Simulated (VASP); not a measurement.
# WS2 (R3m) in VASP: further runs

WS2 is run at these levels: PBEsol; tasks: single point.

All numbers are computed with VASP 6.6.1; they aren't measurements. Logs are shortened: lines on timing, memory, paths and dates and some standing lists are left out, and cuts for length are marked.

## (1) The cell of the first run

It takes space group R3m (No. 160, trigonal). The conventional cell has a = 3.284 Å, b = 3.284 Å, c = 17.750 Å, α = 90.00°, β = 90.00°, γ = 120.00°. W (site symmetry 3m) has 6 S at 2.41 to 2.43 Å and 6 W at 3.28 Å within 3.3 Å. Within 3.3 Å of S (site symmetry 3m) lie 3 W at 2.41 Å and 7 S at 3.01 to 3.28 Å. S (site symmetry 3m) has 3 W at 2.43 Å and 7 S at 3.01 to 3.28 Å within 3.3 Å.

## (2) Single point, PBEsol (strain +0.040 along x and y, -0.040 along z)

INCAR reads:

```
  PREC = Accurate
  ENCUT = 520
  EDIFF = 1E-6
  ISMEAR = 0
  SIGMA = 0.05
  LREAL = F
  LASPH = T
  NELM = 60
  ALGO = Normal
  ISIF = 2
  LWAVE = F
  LCHARG = T
  GGA = PS
  LELF = T
  LVHAR = T
  NBANDS = 20
```

KPOINTS reads:

```
Automatic mesh
0
Gamma
  12 12 12
```

POSCAR reads:

```
WS2
1.0
    1.6421603996      0.9481017488      5.9167968000
   -1.6421603996      0.9481017488      5.9167968000
    0.0000000000     -1.8962034976      5.9167968000
W S
1 2
Direct
    0.0000000000      0.0000000000      0.0000000000
    0.7503000000      0.7503000000      0.7503000000
    0.5810000000      0.5810000000      0.5810000000
```

Potentials or basis: VASP PAW PBE potentials, release 64 (W_sv, S).

On the command line:

```sh
> cat potpaw_PBE.64/W_sv/POTCAR potpaw_PBE.64/S/POTCAR > POTCAR
> mpirun -np 1 vasp_std > vasp.out
```

OUTCAR:

```text
PREC = Accurate
   ENCUT = 520
   EDIFF = 1E-6
   ISMEAR = 0
   LREAL = F
   LASPH = T
   NELM = 60
   ISIF = 2
   GGA = PS

 ion  position               nearest neighbor table
   1  0.000  0.000  0.000-   2 2.41   2 2.41   2 2.41   3 2.43   3 2.43   3 2.43
   2  0.750  0.750  0.750-   1 2.41   1 2.41   1 2.41
   3  0.581  0.581  0.581-   1 2.43   1 2.43   1 2.43

  LATTYP: Found a trigonal (rhomboedric) cell.
 ALAT       =     6.2132175301
 COS(alpha) =     0.8602898278

  Lattice vectors:

 A1 = (   1.6421603996,   0.9481017488,   5.9167968000)
 A2 = (  -1.6421603996,   0.9481017488,   5.9167968000)
 A3 = (   0.0000000000,  -1.8962034976,   5.9167968000)

Analysis of symmetry for initial positions (statically):
=====================================================================
 Subroutine PRICEL returns:
 Original cell was already a primitive cell.

 Routine SETGRP: Setting up the symmetry group for a
 trigonal (rhombohedral) supercell.

 Subroutine GETGRP returns: Found  6 space group operations
 (whereof  6 operations were pure point group operations)
 out of a pool of 12 trial point group operations.

The static configuration has the point symmetry C_3v.

Analysis of symmetry for dynamics (positions and initial velocities):
=====================================================================
 Subroutine PRICEL returns:
 Original cell was already a primitive cell.

 Routine SETGRP: Setting up the symmetry group for a
 trigonal (rhombohedral) supercell.

 Subroutine GETGRP returns: Found  6 space group operations
 (whereof  6 operations were pure point group operations)
 out of a pool of 12 trial point group operations.

The dynamic configuration has the point symmetry C_3v.

 Subroutine INISYM returns: Found  6 space group operations
 (whereof  6 operations are pure point group operations),
 and found     1 'primitive' translations

----------------------------------------------------------------------------------------

                                     Primitive cell

  volume of cell :      55.2724

  direct lattice vectors                    reciprocal lattice vectors
[... 81 lines left out ...]
   ISTART =      0    job   : 0-new  1-cont  2-samecut
   ICHARG =      2    charge: 1-file 2-atom 10-const
   ISPIN  =      1    spin polarized calculation?
   LNONCOLLINEAR =      F non collinear calculations
   LSORBIT =      F    spin-orbit coupling
   LASPH  =      T    aspherical Exc in radial PAW
   ENCUT  =  520.0 eV  38.22 Ry    6.18 a.u.  11.55 11.55 11.55*2*pi/ulx,y,z
   NELM   =     60;   NELMIN=  2; NELMDL= -5     # of ELM steps
   EDIFF  = 0.1E-05   stopping-criterion for ELM
   LREAL  =      F    real-space projection
   EDIFFG = 0.1E-04   stopping-criterion for IOM
   NSW    =      0    number of steps for IOM
   IBRION =     -1    ionic relax: 0-MD 1-quasi-New 2-CG
   NFREE  =      0    steps in history (QN), initial steepest desc. (CG)
   ISIF   =      2    stress and relaxation
   ISYM   =      2    0-nonsym 1-usesym 2-fastsym
   POTIM  = 0.5000    time-step for ionic-motion
   TEBEG  =    0.0;   TEEND  =   0.0 temperature during run
   PSTRESS=    0.0 pullay stress
   NELECT =      26.0000    total number of electrons
   NUPDOWN=      -1.0000    fix difference up-down
   EMIN   =  10.00;   EMAX   =-10.00  energy-range for DOS
   EFERMI =   0.00;   METHOD = LEGACY
   ISMEAR =     0;   SIGMA  =   0.05  broadening in eV -4-tet -1-fermi 0-gaus
   EFERMI_NEDOS =   21; number of points for ismear=-14 and -15
   IALGO  =     38    algorithm
   IMIX   =      4    mixing-type and parameters
     AMIX     =   0.40;   BMIX     =  1.00
     AMIX_MAG =   1.60;   BMIX_MAG =  1.00
  volume/ion in A,a.u.               =      18.42       124.33
  Fermi-wavevector in a.u.,A,eV,Ry     =   1.273200  2.405998 22.055548  1.621037
  Thomas-Fermi vector in A             =   2.406036
   LORBIT       =      0    0 simple, 1 ext, 2 COOP (PROOUT), +10 PAW based schemes
   GGA     = PS    functional components
   LHFCALC =     F    Hartree Fock is set to
   AEXX    =    0.0000 exact exchange contribution
   IVDW    =     0    specifies the selected vdW correction
   LEPSILON=     F    determine dielectric tensor
   LRPA    =     F    only Hartree local field effects (RPA)
 non-spin polarized calculation
 Gauss-broadening in eV      SIGMA  =   0.05
  energy-cutoff  :      520.00
  volume of cell :       55.27
 maximum number of plane-waves:      1506
 NGX is ok and might be reduce to    48
   NGX = 23   NGY = 23   NGZ = 23

 number of electron      26.0000002 magnetization

 Free energy of the ion-electron system (eV)
  ---------------------------------------------------
  ext. energy  EPLUGINS =         0.00000000
  ---------------------------------------------------
  free energy    TOTEN  =       -25.08591639 eV

  energy without entropy =      -25.08591363  energy(sigma->0) =      -25.08591501

 E-fermi :   7.4463     XC(G=0): -10.9483

 val. band max:        7.3610067456   @ k =   0.5000   0.5000   0.5000
 cond. band min:       7.5637953112   @ k =  -0.1667   0.5000   0.1667
 fundamental gap:      0.2027885656
 Fermi energy:         7.4462890904

 k-point     1 :       0.0000    0.0000    0.0000
  band No.  band energies     occupation
      1     -67.7497      2.00000
      2     -31.9345      2.00000
      3     -31.8872      2.00000
      4     -31.8872      2.00000
      5      -8.4593      2.00000
      6      -6.2433      2.00000
[... 541 lines left out ...]
     19      14.8994      0.00000
     20      15.1571      0.00000

 [... further k-points ...]

------------------------ aborting loop because EDIFF is reached ----------------------------------------

  FORCE on cell =-STRESS in cart. coord.  units (eV):
  Direction    XX          YY          ZZ          XY          YZ          ZX
  --------------------------------------------------------------------------------------
  -------------------------------------------------------------------------------------
  Total       -3.4800292     -3.4800292      1.3037106      0.0000000      0.0000000      0.0000000
  in kB     -100.8753479   -100.8753479     37.7905625      0.0000000      0.0000000      0.0000000
  external PRESSURE =     -54.6533778 kB  Pullay stress =       0.0000000 kB

 VOLUME and BASIS-vectors are now :
 -----------------------------------------------------------------------------
  energy-cutoff  :      520.00
  volume of cell :       55.27
      direct lattice vectors                 reciprocal lattice vectors
     1.642160400  0.948101749  5.916796800     0.304476956  0.175789853  0.056336789
    -1.642160400  0.948101749  5.916796800    -0.304476956  0.175789853  0.056336789
     0.000000000 -1.896203498  5.916796800     0.000000000 -0.351579705  0.056336789

 POSITION                                       TOTAL-FORCE (eV/Angst)
 -----------------------------------------------------------------------------------
      0.00000      0.00000      0.00000         0.000000      0.000000     -0.540269
      0.00000      0.00000     13.31812         0.000000      0.000000      0.581995
      0.00000      0.00000     10.31298         0.000000     -0.000000     -0.041726
 -----------------------------------------------------------------------------------
    total drift:                                0.000000     -0.000000     -0.000069

  FREE ENERGIE OF THE ION-ELECTRON SYSTEM (eV)
  ---------------------------------------------------
  free  energy   TOTEN  =       -25.0859163922 eV

  energy  without entropy=      -25.0859136260  energy(sigma->0) =      -25.08591501
```

OSZICAR:

```text
N       E                     dE             d eps       ncg     rms          rms(c)
DAV:   1     0.193623514457E+03    0.19362E+03   -0.12961E+04  7560   0.129E+03
DAV:   2    -0.161477206429E+02   -0.20977E+03   -0.20322E+03  8760   0.338E+02
DAV:   3    -0.263544545470E+02   -0.10207E+02   -0.10088E+02  9504   0.699E+01
DAV:   4    -0.265028624197E+02   -0.14841E+00   -0.14830E+00  9064   0.910E+00
DAV:   5    -0.265054189190E+02   -0.25565E-02   -0.25564E-02  9576   0.126E+00    0.256E+01
DAV:   6    -0.252642703460E+02    0.12411E+01   -0.67397E+00  8260   0.172E+01    0.103E+01
DAV:   7    -0.251317957190E+02    0.13247E+00   -0.12068E+00  7912   0.634E+00    0.543E+00
DAV:   8    -0.250872772376E+02    0.44518E-01   -0.20873E-01  8828   0.305E+00    0.100E+00
DAV:   9    -0.250861604618E+02    0.11168E-02   -0.81649E-03  9760   0.649E-01    0.447E-01
DAV:  10    -0.250859212273E+02    0.23923E-03   -0.27747E-03  8784   0.363E-01    0.846E-02
DAV:  11    -0.250859061684E+02    0.15059E-04   -0.42613E-04  8436   0.127E-01    0.408E-02
DAV:  12    -0.250859138575E+02   -0.76891E-05   -0.46579E-05  8808   0.525E-02    0.101E-02
DAV:  13    -0.250859162468E+02   -0.23892E-05   -0.81678E-06  8788   0.204E-02    0.495E-03
DAV:  14    -0.250859163922E+02   -0.14546E-06   -0.92549E-07  5744   0.594E-03
   1 F= -.25085916E+02 E0= -.25085915E+02  d E =-.276625E-05
```

stdout:

```text
POSCAR found type information on POSCAR W S
 POSCAR found :  2 types and       3 ions
 scaLAPACK will be used
 -----------------------------------------------------------------------------
|                                                                             |
|                                                                             |
|     You enforced a specific xc type in the INCAR file but a different       |
|     I HOPE YOU KNOW WHAT YOU ARE DOING!                                     |
|                                                                             |
 -----------------------------------------------------------------------------

 LDA part: xc-table for (Slater+PW92), standard interpolation
 POSCAR, INCAR and KPOINTS ok, starting setup
 FFT: planning ... GRIDC
 FFT: planning ... GRID_SOFT
 FFT: planning ... GRID
 WAVECAR not read
 entering main loop
```

It took 3.3 min on 1 thread of Intel Xeon 6975P-C (Granite Rapids), shared host; peak memory 0.44 GiB.

Results:

* Free energy: -25.0859 eV
* Pressure: -5.5 GPa
* Largest force: 0.582 eV/Å
* Band gap on the k mesh: 0.20 eV (least direct gap 1.37 eV)

Forces on the atoms (eV/Å):
```
W    0.000  0.000 -0.540
S    0.000  0.000  0.582
S    0.000  0.000 -0.042
```

Levels at points of the mesh, in eV from the valence-band top:
```tsv
k point	band 9	band 10	band 11	band 12	band 13	band 14	band 15	band 16	band 17	band 18
(0.00, 0.00, 0.00)	-4.29	-3.05	-3.05	-1.29	-0.99	1.51	1.51	2.09	2.09	3.56
(0.50, 0.00, 0.00)	-5.47	-4.71	-2.58	-2.53	-1.95	1.37	1.75	3.02	3.34	3.97
(0.50, 0.50, 0.00)	-5.19	-4.59	-3.18	-2.83	-1.86	1.29	1.77	2.64	3.94	4.61
(0.50, 0.50, 0.50)	-4.32	-3.81	-3.00	-3.00	0.00	1.67	1.67	1.86	1.86	3.85
```

Caveat: the cell differs from its parent crystal (strain +0.040 along x and y, -0.040 along z); the cell stands under tension; the PAW data sets were made with another functional, which shifts forces and pressure a little; spin-orbit coupling is left out, which moves the levels of the heavy elements. A k mesh can miss the band edges.

## (3) Single point, PBEsol (strain +0.000 along x and y, +0.040 along z)

INCAR reads:

```
PREC = Accurate
ENCUT = 520
EDIFF = 1E-6
ISMEAR = 0
SIGMA = 0.05
LREAL = F
LASPH = T
NELM = 100
ALGO = Normal
ISIF = 2
LWAVE = F
LCHARG = T
GGA = PS
LELF = T
LVHAR = T
NBANDS = 20
```

KPOINTS is that of step 2.

POSCAR reads:

```
WS2
1.0
    1.5790003843      0.9116362969      6.4098632000
   -1.5790003843      0.9116362969      6.4098632000
    0.0000000000     -1.8232725938      6.4098632000
W S
1 2
Direct
    0.0000000000      0.0000000000      0.0000000000
    0.7503000000      0.7503000000      0.7503000000
    0.5810000000      0.5810000000      0.5810000000
```

Potentials or basis: VASP PAW PBE potentials, release 64 (W_sv, S).

On the command line:

```sh
> cat potpaw_PBE.64/W_sv/POTCAR potpaw_PBE.64/S/POTCAR > POTCAR
> mpirun -np 1 vasp_std > vasp.out
```

It took 4.9 min on 1 thread of Intel Xeon 6975P-C (Granite Rapids), shared host; peak memory 0.46 GiB.

It converged, with:

* Free energy: -25.1895 eV
* Pressure: -6.9 GPa
* Largest force: 1.455 eV/Å
* Band gap on the k mesh: 1.13 eV (least direct gap 2.04 eV)

Forces in eV/Å, atoms in the order of the input:
```
W    0.000  0.000 -0.543
S    0.000  0.000 -0.911
S    0.000  0.000  1.455
```

Stress tensor (GPa, compression positive):
```
 -4.73   0.00   0.00
  0.00  -4.73   0.00
  0.00   0.00 -11.14
```

Levels at points of the mesh, in eV from the valence-band top:
| k point | band 9 | band 10 | band 11 | band 12 | band 13 | band 14 | band 15 | band 16 | band 17 | band 18 |
| --- | --- | --- | --- | --- | --- | --- | --- | --- | --- | --- |
| (0.00, 0.00, 0.00) | -2.83 | -1.65 | -1.65 | -1.56 | -1.10 | 2.51 | 2.51 | 2.70 | 2.70 | 4.95 |
| (0.50, 0.00, 0.00) | -4.83 | -3.52 | -2.41 | -1.40 | -1.29 | 2.70 | 2.79 | 3.81 | 3.99 | 4.66 |
| (0.50, 0.50, 0.00) | -4.56 | -3.45 | -2.92 | -1.45 | -1.23 | 2.67 | 2.93 | 3.45 | 4.37 | 5.16 |
| (0.50, 0.50, 0.50) | -2.85 | -2.85 | -1.63 | -1.63 | 0.00 | 2.53 | 2.53 | 2.65 | 2.65 | 5.31 |

Caveat: the cell differs from its parent crystal (strain +0.000 along x and y, +0.040 along z); the cell stands under tension; the PAW data sets were made with another functional, which shifts forces and pressure a little; spin-orbit coupling is left out, which moves the levels of the heavy elements. A k mesh can miss the band edges.

## (4) Single point, PBEsol (strain +0.000 along x and y, +0.080 along z)

INCAR reads:

```
  ALGO = Normal
  EDIFF = 1E-6
  ENCUT = 520
  GGA = PS
  ISIF = 2
  ISMEAR = 0
  LASPH = T
  LCHARG = F
  LREAL = F
  LWAVE = F
  NBANDS = 20
  NELM = 80
  PREC = Accurate
  SIGMA = 0.05
```

KPOINTS reads:

```
k-points
0
Gamma
  12 12 12
```

POSCAR reads:

```
WS2
1.0
    1.5790003843      0.9116362969      6.6563964000
   -1.5790003843      0.9116362969      6.6563964000
    0.0000000000     -1.8232725938      6.6563964000
W S
1 2
Direct
    0.0000000000      0.0000000000      0.0000000000
    0.7503000000      0.7503000000      0.7503000000
    0.5810000000      0.5810000000      0.5810000000
```

On the command line:

```sh
> cat potpaw_PBE.64/W_sv/POTCAR potpaw_PBE.64/S/POTCAR > POTCAR
> mpirun -np 1 vasp_std > vasp.out
```

Run time: 6.7 min. Hardware: 1 thread of Intel Xeon 6975P-C (Granite Rapids), shared host; peak memory 0.52 GiB.

Results (log left out):

```yaml
Free_energy: -24.9776 eV
Pressure: -11.9 GPa
Largest_force: 2.386 eV/Å
Band_gap_on_the_k_mesh: 1.22 eV (least direct gap 2.06 eV)
```

Forces on the atoms (eV/Å):
```
W    0.000  0.000 -0.481
S    0.000  0.000 -1.905
S    0.000  0.000  2.386
```

Stress tensor (GPa, compression positive):
```
 -7.55   0.00   0.00
  0.00  -7.55   0.00
  0.00   0.00 -20.60
```

Levels at points of the mesh, in eV from the valence-band top:
```
           k point  band 11  band 12  band 13  band 14  band 15  band 16
(0.00, 0.00, 0.00)    -1.10    -1.10    -1.00     2.71     2.71     2.86
(0.50, 0.00, 0.00)    -2.28    -1.13    -0.85     2.91     3.02     3.90
(0.50, 0.50, 0.00)    -2.70    -0.98    -0.97     3.00     3.06     3.60
(0.50, 0.50, 0.50)    -1.08    -1.08    -0.04     2.66     2.66     2.88
```

Caveat: the cell differs from its parent crystal (strain +0.000 along x and y, +0.080 along z); the cell stands under tension; the PAW data sets were made with another functional, which shifts forces and pressure a little; spin-orbit coupling is left out, which moves the levels of the heavy elements. A k mesh can miss the band edges.

## (5) Overview

```csv
cell,gap on the mesh (eV),pressure (GPa),largest force (eV/Å)
"a = 6.213 Å, angles 30.7°, 3 atoms",0.20,-5.5,0.58
"a = 6.664 Å, angles 27.4°, 3 atoms",1.13,-6.9,1.45
"a = 6.902 Å, angles 26.5°, 3 atoms",1.22,-11.9,2.39
```

Alike in all rows: task single point; level PBEsol; potentials or basis VASP PAW PBE potentials, release 64 (W_sv, S); no spin polarisation; k mesh 12 × 12 × 12; cutoff (eV) 520; smearing gaussian 0.05 eV.

Caveats: the cell stands under tension; the PAW data sets were made with another functional, which shifts forces and pressure a little; spin-orbit coupling is left out, which moves the levels of the heavy elements.

Total energies depend on the potentials used, so only differences within one code and one set of settings carry meaning.
